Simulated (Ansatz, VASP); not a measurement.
# KF: VASP beside Ansatz

POSCAR

```
KF
1.0
    0.0000000000      2.5526021332      2.7017833747
    2.5526021332      0.0000000000      2.7017833747
    2.5526021332      2.5526021332      0.0000000000
K F
1 1
Direct
    0.0000000000      0.0000000000      0.0000000000
    0.5000000000      0.5000000000      0.5000000000
```

The input INCAR.step1:

```
SYSTEM = KF
PREC = Accurate ; ENCUT = 520
ISMEAR = 0 ; SIGMA = 0.01
LREAL = .False. ; LASPH = .True.
NELM = 60 ; NBANDS = 15
GGA = PE ; ALGO = Normal
EDIFF = 1E-4 ; LWAVE = .True.
LCHARG = .False.
```

File INCAR.step2:

```
SYSTEM = KF
PREC = Accurate ; ENCUT = 520
EDIFF = 1E-6 ; ISMEAR = 0
SIGMA = 0.01 ; LREAL = .False.
LASPH = .True. ; NELM = 60
ALGO = Normal ; ISIF = 2
LWAVE = .False. ; LCHARG = .False.
METAGGA = R2SCAN ; LMIXTAU = .True.
NBANDS = 15 ; ISTART = 1
```

File KPOINTS:

```
Automatic mesh
0
Gamma
  8 8 8
  0 0 0
```

Input for Ansatz:

```yaml
crystal:
  lattice:
    - [0.0, 2.5526021332, 2.7017833747]
    - [2.5526021332, 0.0, 2.7017833747]
    - [2.5526021332, 2.5526021332, 0.0]
  atoms:
    - { symbol: K, position: [0.0, 0.0, 0.0] }
    - { symbol: F, position: [0.5, 0.5, 0.5] }
kpoints:
  mp_grid: { grid: [8, 8, 8] }
  band_path:
    path:
      - [0.0, 0.0, 0.0]
      - [0.5, 0.0, 0.5]
      - [0.625, 0.25, 0.625]
      - [0.375, 0.375, 0.75]
      - [0.5, 0.5, 0.5]
      - [0.5, 0.25, 0.75]
    npoints: 1
hamiltonian:
  xc: r2scan
scf:
  occupations: { method: fixed }
  n_extra_bands: 4
output:
  forces: true
  stress: true
  eigenvalues: true
```

Change from the starting cell: epitaxial_xy strain -4.0%.

Alike in both runs: task single point; functional r2SCAN; k mesh 8 × 8 × 8; no spin polarisation.

|  | VASP | Ansatz |
| --- | --- | --- |
| version | VASP 6.6.1 | Ansatz 0.2.0 |
| potentials or method | VASP PAW PBE potentials, release 64 (K_sv, F) | plane waves, PAW |
| plane-wave cutoff (eV) | 520 | 500 |
| occupations | gaussian, width 0.01 eV | fixed |
| valence electrons in the cell | 16 | 16 |

VASP gave:

| Quantity | Value |
| --- | --- |
| gap on the k mesh at the Fermi level (eV) | 7.21 |
| pressure (GPa) | 3.1 |
| traceless stress, the component that is largest in VASP (GPa) | -3.20 |

Question: What did Ansatz give for the same quantities?

Answer: gap on the k mesh at the Fermi level (eV): 7.21; pressure (GPa): 3.1; traceless stress, the component that is largest in VASP (GPa): -3.10.

VASP's potentials were made for PBE, not for r2SCAN.
